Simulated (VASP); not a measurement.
Set up this calculation in VASP 6.6.1, as the native input.

- Task: single point
- Functional: LDA
- Potentials or basis: VASP PAW LDA potentials, release 64 (V_sv, Mo_sv)
- Cutoff: 520 eV
- k mesh: 11 × 11 × 7
- Occupations: fermi-dirac, width 0.05 eV
- Spin: collinear spin, ferromagnetic start
- Starting moments: [0.8, 0.8] μB
- Fixed moment: 1.6 μB
- Dipole correction: no
- Further INCAR settings: ALGO = Normal; EDIFF = 1e-07; NBANDS = 24

The structure of VMo lies in POSCAR:

```
VMo
1.0
    1.5372777900     -2.2240280561      0.0000000000
    1.5372777900      2.2240280561      0.0000000000
    0.0000000000      0.0000000000      4.2290126323
V Mo
1 1
Direct
    0.5000000000      0.5000000000      0.5000000000
    0.0000000000      0.0000000000      0.0000000000
```

The input as run:

INCAR

```
SYSTEM = VMo
ALGO = Normal
EDIFF = 1E-7
ENCUT = 520
GGA = CA
ISIF = 2
ISMEAR = -1
ISPIN = 2
LASPH = .TRUE.
LCHARG = .FALSE.
LMAXMIX = 4
LORBIT = 11
LREAL = .FALSE.
LWAVE = .FALSE.
MAGMOM = 0.8 0.8
NBANDS = 24
NELM = 150
NUPDOWN = 1.6
PREC = Accurate
SIGMA = 0.05
```

KPOINTS

```
k-points
0
G
  11 11 7
  0 0 0
```

Potentials or basis: VASP PAW LDA potentials, release 64 (V_sv, Mo_sv).

Command:

```console
$ cat potpaw_LDA.64/V_sv/POTCAR potpaw_LDA.64/Mo_sv/POTCAR > POTCAR
$ mpirun -np 1 vasp_std > vasp.out
```

Results of the run:

```json
{
  "Pressure": "-5.0 GPa",
  "Net moment": "1.60 μB per cell",
  "Site moments": "V +1.05; Mo +0.26 μB",
  "Valence electrons inside the program's atomic spheres": "V 11.65; Mo 12.63"
}
```

Caveat: the cell stands under tension; the total moment is fixed, so each spin has its own Fermi level and the state may be an excited one.

Run time: 71 s on 1 thread of AMD EPYC 9R45 96-Core Processor (Zen 5) (shared host), peak memory 0.22 GiB.
